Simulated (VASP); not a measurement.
# Ru (P6_3/mmc) in VASP: a series of runs

Runs on Ru. Level: PBEsol. Tasks: single point, relaxation of cell and atoms.

All numbers are computed with VASP 6.6.1; they aren't measurements. Logs are shortened: lines on timing, memory, paths and dates and some standing lists are left out, and cuts for length are marked.

## 1. The cell of the first run

It takes space group P6_3/mmc (No. 194, hexagonal). Conventional cell: a = 2.687 Å, b = 2.687 Å, c = 4.258 Å, α = 90.00°, β = 90.00°, γ = 120.00°. Within 3.5 Å of Ru (site symmetry -6m2) lie 12 Ru at 2.63 to 2.69 Å.

## 2. Single point, PBEsol

Contents of INCAR:

```
SYSTEM = Ru
ALGO = Normal ; EDIFF = 1E-7
ENCUT = 520 ; GGA = PS
ISIF = 2 ; ISMEAR = -1
LASPH = .TRUE. ; LCHARG = .TRUE.
LELF = .TRUE. ; LREAL = .FALSE.
LVHAR = .TRUE. ; LWAVE = .FALSE.
NBANDS = 21 ; NELM = 60
PREC = Accurate ; SIGMA = 0.02
```

Contents of KPOINTS:

```
k-points
0
G
  9 9 5
  0 0 0
```

Contents of POSCAR:

```
Ru
1.0
    2.6866418861      0.0000000000      0.0000000000
   -1.3433209431      2.3267001243      0.0000000000
    0.0000000000      0.0000000000      4.2582320225
Ru
2
Direct
    0.3333333333      0.6666666667      0.2500000000
    0.6666666667      0.3333333333      0.7500000000
```

Potentials or basis: VASP PAW PBE potentials, release 64 (Ru_pv).

Started as:

```console
> cat potpaw_PBE.64/Ru_pv/POTCAR > POTCAR
> mpirun -np 1 vasp_std > vasp.out
```

OUTCAR:

```text
SYSTEM = Ru
   EDIFF = 1E-7
   ENCUT = 520
   GGA = PS
   ISIF = 2
   ISMEAR = -1
   LASPH = .TRUE.
   LREAL = .FALSE.
   NELM = 60
   PREC = Accurate

 ion  position               nearest neighbor table
   1  0.333  0.667  0.250-   2 2.63   2 2.63   2 2.63   2 2.63   2 2.63   2 2.63
   2  0.667  0.333  0.750-   1 2.63   1 2.63   1 2.63   1 2.63   1 2.63   1 2.63

  LATTYP: Found a hexagonal cell.
 ALAT       =     2.6866418861
 C/A-ratio  =     1.5849645033

  Lattice vectors:

 A1 = (   2.6866418861,   0.0000000000,   0.0000000000)
 A2 = (  -1.3433209431,   2.3267001243,   0.0000000000)
 A3 = (   0.0000000000,   0.0000000000,   4.2582320225)

Analysis of symmetry for initial positions (statically):
=====================================================================
 Subroutine PRICEL returns:
 Original cell was already a primitive cell.

 Routine SETGRP: Setting up the symmetry group for a
 hexagonal supercell.

 Subroutine GETGRP returns: Found 24 space group operations
 (whereof 12 operations were pure point group operations)
 out of a pool of 24 trial point group operations.

The static configuration has the point symmetry D_3d.
 The point group associated with its full space group is D_6h.

Analysis of symmetry for dynamics (positions and initial velocities):
=====================================================================
 Subroutine PRICEL returns:
 Original cell was already a primitive cell.

 Routine SETGRP: Setting up the symmetry group for a
 hexagonal supercell.

 Subroutine GETGRP returns: Found 24 space group operations
 (whereof 12 operations were pure point group operations)
 out of a pool of 24 trial point group operations.

The dynamic configuration has the point symmetry D_3d.
 The point group associated with its full space group is D_6h.

 Subroutine INISYM returns: Found 24 space group operations
 (whereof 12 operations are pure point group operations),
 and found     1 'primitive' translations

----------------------------------------------------------------------------------------

                                     Primitive cell

  volume of cell :      26.6183

  direct lattice vectors                    reciprocal lattice vectors
     2.686641886  0.000000000  0.000000000     0.372211870  0.214896623  0.000000000
    -1.343320943  2.326700124  0.000000000     0.000000000  0.429793246  0.000000000
     0.000000000  0.000000000  4.258232022     0.000000000  0.000000000  0.234839247

  length of vectors
     2.686641886  2.686641886  4.258232022     0.429793246  0.429793246  0.234839247

  position of ions in fractional coordinates (direct lattice)
     0.333333333  0.666666667  0.250000000
     0.666666667  0.333333333  0.750000000

  ion indices of the primitive-cell ions
   primitive index   ion index
                 1           1
                 2           2

----------------------------------------------------------------------------------------

 KPOINTS: k-points

Automatic generation of k-mesh.
 Grid dimensions read from file:
 generate k-points for:    9    9    5

 Generating k-lattice:

  Cartesian coordinates                     Fractional coordinates (reciprocal lattice)
     0.041356874  0.023877403  0.000000000     0.111111111  0.000000000  0.000000000
     0.000000000  0.047754805  0.000000000     0.000000000  0.111111111  0.000000000
     0.000000000  0.000000000  0.046967849     0.000000000  0.000000000  0.200000000

  Length of vectors
     0.047754805  0.047754805  0.046967849

  Shift w.r.t. Gamma in fractional coordinates (k-lattice)
     0.000000000  0.000000000  0.000000000

 Subroutine IBZKPT returns following result:
 ===========================================

 Found     36 irreducible k-points:

 Following reciprocal coordinates:
            Coordinates               Weight
  0.000000  0.000000  0.000000      1.000000
  0.111111  0.000000  0.000000      6.000000
  0.222222 -0.000000  0.000000      6.000000
  0.333333 -0.000000  0.000000      6.000000
  0.444444 -0.000000  0.000000      6.000000
  0.111111  0.111111  0.000000      6.000000
[... 16 lines left out ...]
  0.333333  0.222222  0.200000     24.000000
  0.333333  0.333333  0.200000      4.000000
 [... further k-points ...]
   k-points           NKPTS =     36   k-points in BZ     NKDIM =     36   number of bands    NBANDS=     21
   number of dos      NEDOS =    301   number of ions     NIONS =      2
   total plane-waves  NPLWV =  12800
   dimension x,y,z NGX =    20 NGY =   20 NGZ =   32
   dimension x,y,z NGXF=    40 NGYF=   40 NGZF=   64
   ions per type =               2
   NGX,Y,Z   is equivalent  to a cutoff of  12.38, 12.38, 12.49 a.u.
   NGXF,Y,Z  is equivalent  to a cutoff of  24.75, 24.75, 24.99 a.u.
 SYSTEM =  Ru
   PREC   = accura    normal or accurate (medium, high low for compatibility)
   ISTART =      0    job   : 0-new  1-cont  2-samecut
   ICHARG =      2    charge: 1-file 2-atom 10-const
   ISPIN  =      1    spin polarized calculation?
   LNONCOLLINEAR =      F non collinear calculations
   LSORBIT =      F    spin-orbit coupling
   LASPH  =      T    aspherical Exc in radial PAW
   ENCUT  =  520.0 eV  38.22 Ry    6.18 a.u.   5.00  5.00  7.92*2*pi/ulx,y,z
   NELM   =     60;   NELMIN=  2; NELMDL= -5     # of ELM steps
   EDIFF  = 0.1E-06   stopping-criterion for ELM
   LREAL  =      F    real-space projection
   EDIFFG = 0.1E-05   stopping-criterion for IOM
   NSW    =      0    number of steps for IOM
   IBRION =     -1    ionic relax: 0-MD 1-quasi-New 2-CG
   NFREE  =      0    steps in history (QN), initial steepest desc. (CG)
   ISIF   =      2    stress and relaxation
   ISYM   =      2    0-nonsym 1-usesym 2-fastsym
   POTIM  = 0.5000    time-step for ionic-motion
   TEBEG  =    0.0;   TEEND  =   0.0 temperature during run
   PSTRESS=    0.0 pullay stress
   NELECT =      28.0000    total number of electrons
   NUPDOWN=      -1.0000    fix difference up-down
   EMIN   =  10.00;   EMAX   =-10.00  energy-range for DOS
   EFERMI =   0.00;   METHOD = LEGACY
   ISMEAR =    -1;   SIGMA  =   0.02  broadening in eV -4-tet -1-fermi 0-gaus
   EFERMI_NEDOS =   21; number of points for ismear=-14 and -15
   IALGO  =     38    algorithm
   IMIX   =      4    mixing-type and parameters
     AMIX     =   0.40;   BMIX     =  1.00
     AMIX_MAG =   1.60;   BMIX_MAG =  1.00
  volume/ion in A,a.u.               =      13.31        89.81
  Fermi-wavevector in a.u.,A,eV,Ry     =   1.664949  3.146298 37.716112  2.772056
  Thomas-Fermi vector in A             =   2.751404
   LORBIT       =      0    0 simple, 1 ext, 2 COOP (PROOUT), +10 PAW based schemes
   GGA     = PS    functional components
   LHFCALC =     F    Hartree Fock is set to
   AEXX    =    0.0000 exact exchange contribution
   IVDW    =     0    specifies the selected vdW correction
   LEPSILON=     F    determine dielectric tensor
   LRPA    =     F    only Hartree local field effects (RPA)
 non-spin polarized calculation
  energy-cutoff  :      520.00
  volume of cell :       26.62
 maximum number of plane-waves:       744
 NGX is ok and might be reduce to    20
   NGX =  9   NGY =  9   NGZ = 15

 number of electron      27.9999998 magnetization

 Free energy of the ion-electron system (eV)
  ---------------------------------------------------
  ext. energy  EPLUGINS =         0.00000000
  ---------------------------------------------------
  free energy    TOTEN  =       -20.36961315 eV

  energy without entropy =      -20.36775971  energy(sigma->0) =      -20.36868643

 E-fermi :  13.1584     XC(G=0): -14.4064

 val. band max:       13.1527871063   @ k =   0.1111   0.1111   0.4000
 cond. band min:      13.1788423763   @ k =   0.0000   0.0000   0.4000
 fundamental gap:      0.0260552700
 Fermi energy:        13.1584351844

 k-point     1 :       0.0000    0.0000    0.0000
  band No.  band energies     occupation
      1     -30.6069      2.00000
      2     -29.6301      2.00000
      3     -29.6301      2.00000
      4     -29.4500      2.00000
      5     -29.4500      2.00000
      6     -29.3835      2.00000
[... 13 lines left out ...]
     20      23.2976      0.00000
     21      23.5991      0.00000

 k-point     2 :       0.1111    0.0000    0.0000
  band No.  band energies     occupation
      1     -30.5623      2.00000
      2     -29.7249      2.00000
      3     -29.6617      2.00000
      4     -29.5484      2.00000
      5     -29.4632      2.00000
      6     -29.4042      2.00000
[... 13 lines left out ...]
     20      23.2976      0.00000
     21      23.5328      0.00000

 k-point     3 :       0.2222   -0.0000    0.0000
  band No.  band energies     occupation
      1     -30.4391      2.00000
      2     -29.9649      2.00000
      3     -29.7888      2.00000
      4     -29.7379      2.00000
      5     -29.4997      2.00000
      6     -29.4666      2.00000
[... 13 lines left out ...]
     20      23.2974      0.00000
     21      23.3763      0.00000

 k-point     4 :       0.3333   -0.0000    0.0000
  band No.  band energies     occupation
      1     -30.2695      2.00000
      2     -30.2372      2.00000
      3     -30.0487      2.00000
      4     -29.8201      2.00000
      5     -29.5666      2.00000
      6     -29.5444      2.00000
[... 13 lines left out ...]
     20      23.2958      0.00000
     21      23.3059      0.00000

 k-point     5 :       0.4444   -0.0000    0.0000
  band No.  band energies     occupation
      1     -30.4138      2.00000
      2     -30.2117      2.00000
      3     -30.1175      2.00000
      4     -29.8720      2.00000
      5     -29.6728      2.00000
      6     -29.5747      2.00000
[... 13 lines left out ...]
     20      23.2956      0.00000
     21      24.0890      0.00000
[... 382 lines left out ...]
     20      23.2917      0.00000
     21      24.2760      0.00000

 k-point    22 :       0.2222    0.2222    0.2000
  band No.  band energies     occupation
      1     -30.3283      2.00000
      2     -30.2378      2.00000
      3     -29.9571      2.00000
      4     -29.9203      2.00000
      5     -29.7185      2.00000
      6     -29.5863      2.00000
[... 13 lines left out ...]
     20      23.2957      0.00000
     21      24.8869      0.00000

 k-point    23 :       0.3333    0.2222    0.2000
  band No.  band energies     occupation
      1     -30.3661      2.00000
      2     -30.2596      2.00000
      3     -30.0757      2.00000
      4     -29.8762      2.00000
      5     -29.8040      2.00000
      6     -29.6582      2.00000
[... 13 lines left out ...]
     20      23.2911      0.00000
     21      23.6537      0.00000

 k-point    24 :       0.3333    0.3333    0.2000
  band No.  band energies     occupation
      1     -30.2522      2.00000
      2     -30.2304      2.00000
      3     -30.2304      2.00000
      4     -29.9379      2.00000
      5     -29.7471      2.00000
      6     -29.7471      2.00000
[... 13 lines left out ...]
     20      23.2978      0.00000
     21      23.2978      0.00000

 [... further k-points ...]
[... 5 lines left out ...]
  --------------------------------------------------------------------------------------
  -------------------------------------------------------------------------------------
  Total       -0.0072915     -0.0072915     -0.0030502      0.0000000     -0.0000000      0.0000000
  in kB       -0.4388823     -0.4388823     -0.1835917      0.0000000     -0.0000000      0.0000000
  external PRESSURE =      -0.3537854 kB  Pullay stress =       0.0000000 kB

 VOLUME and BASIS-vectors are now :
 -----------------------------------------------------------------------------
  energy-cutoff  :      520.00
  volume of cell :       26.62
      direct lattice vectors                 reciprocal lattice vectors
     2.686641886  0.000000000  0.000000000     0.372211870  0.214896623  0.000000000
    -1.343320943  2.326700124  0.000000000     0.000000000  0.429793246  0.000000000
     0.000000000  0.000000000  4.258232022     0.000000000  0.000000000  0.234839247

 POSITION                                       TOTAL-FORCE (eV/Angst)
 -----------------------------------------------------------------------------------
     -0.00000      1.55113      1.06456         0.000000     -0.000000      0.000000
      1.34332      0.77557      3.19367        -0.000000      0.000000      0.000000
 -----------------------------------------------------------------------------------
    total drift:                                0.000000     -0.000000      0.000000

  FREE ENERGIE OF THE ION-ELECTRON SYSTEM (eV)
  ---------------------------------------------------
  free  energy   TOTEN  =       -20.3696131495 eV

  energy  without entropy=      -20.3677597088  energy(sigma->0) =      -20.36868643
```

Wall time 15 s (1 thread of Intel Xeon Platinum 8488C (Sapphire Rapids), shared host); peak memory 0.14 GiB.

What came out:

```yaml
Free_energy: -20.3696 eV
Pressure: 0.0 GPa
Band_gap_on_the_k_mesh: zero (bands 14 and 15 overlap by 3.16 eV)
```

Caveat: the PAW data sets were made with another functional, which shifts forces and pressure a little.

## 3. Relaxation of cell and atoms, PBEsol

This run uses another cell than the first one, of 13.57 Å³/atom.

Contents of INCAR:

```
SYSTEM = Ru
PREC = Accurate
ENCUT = 600
EDIFF = 1E-7
ISMEAR = -1
SIGMA = 0.02
LREAL = .FALSE.
LASPH = .TRUE.
NELM = 80
ALGO = Normal
ISIF = 3
LWAVE = .FALSE.
LCHARG = .FALSE.
GGA = PS
IBRION = 2
NSW = 80
EDIFFG = -0.01
```

Contents of KPOINTS:

```
Automatic mesh
0
G
  9 9 5
  0 0 0
```

Contents of POSCAR:

```
Ru
1.0
    2.7058000000      0.0000000000      0.0000000000
   -1.3529000000      2.3432915376      0.0000000000
    0.0000000000      0.0000000000      4.2819000000
Ru
2
Direct
    0.3333333333      0.6666666667      0.2500000000
    0.6666666667      0.3333333333      0.7500000000
```

Potentials or basis: VASP PAW PBE potentials, release 64 (Ru_pv).

Started as:

```console
> cat potpaw_PBE.64/Ru_pv/POTCAR > POTCAR
> mpirun -np 1 vasp_std > vasp.out
```

It took 94 s on 1 thread of Intel Xeon Platinum 8488C (Sapphire Rapids), shared host; peak memory 0.17 GiB.

Results (log left out):

* Free energy: -20.3707 eV
* Relaxed volume: 13.31 Å³/atom
* Relaxed cell: a = 2.686 Å, b = 2.686 Å, c = 4.258 Å, α = 90.00°, β = 90.00°, γ = 120.00°
* Space group after relaxing (to 0.1 Å): P6_3/mmc (No. 194)
* Energy gained by relaxing: 5.7 meV/atom
* Ionic steps: 11
* Pressure after relaxing: 0.0 GPa
* Band gap on the k mesh: zero (bands 14 and 15 overlap by 3.16 eV)

The path:
| step | energy change (eV) | largest force (eV/Å) | pressure (GPa) | volume (Å³) |
| --- | --- | --- | --- | --- |
| 1 | 0.0000 | 0.0000 | -6.64 | 27.15 |
| 2 | 0.1102 | 0.0000 | 25.61 | 25.00 |
| 3 | -0.0113 | 0.0000 | -0.17 | 26.63 |
| 4 | -0.0113 | 0.0000 | 0.00 | 26.62 |
| 5 | -0.0113 | 0.0000 | 0.14 | 26.61 |
| 6 | -0.0113 | 0.0000 | 0.13 | 26.60 |
| 7 | -0.0113 | 0.0000 | 0.11 | 26.60 |
| 8 | -0.0113 | 0.0000 | 0.13 | 26.60 |
| 9 | -0.0113 | 0.0000 | 0.13 | 26.60 |
| 10 | -0.0113 | 0.0000 | -0.28 | 26.64 |
| 11 | -0.0113 | 0.0000 | 0.01 | 26.61 |

Final structure:
```cif
data_structure
_symmetry_space_group_name_H-M 'P 1'
_symmetry_Int_Tables_number 1
_cell_length_a 2.6864
_cell_length_b 2.6864
_cell_length_c 4.2583
_cell_angle_alpha 90.000
_cell_angle_beta 90.000
_cell_angle_gamma 120.000
_cell_volume 26.61
loop_
_atom_site_label
_atom_site_type_symbol
_atom_site_fract_x
_atom_site_fract_y
_atom_site_fract_z
_atom_site_occupancy
Ru1 Ru 0.33333 0.66667 0.25000 1
Ru2 Ru 0.66667 0.33333 0.75000 1
```

Levels at points of the mesh, in eV from the Fermi level:
```
           k point  band 10  band 11  band 12  band 13  band 14  band 15  band 16  band 17  band 18
(0.00, 0.00, 0.00)    -2.79    -2.61    -2.09    -2.09    -1.51    -1.51     1.14     1.14     1.16
```

Caveat: the PAW data sets were made with another functional, which shifts forces and pressure a little.

The gap in the log of VASP goes by the Fermi energy; the results here count the filled bands.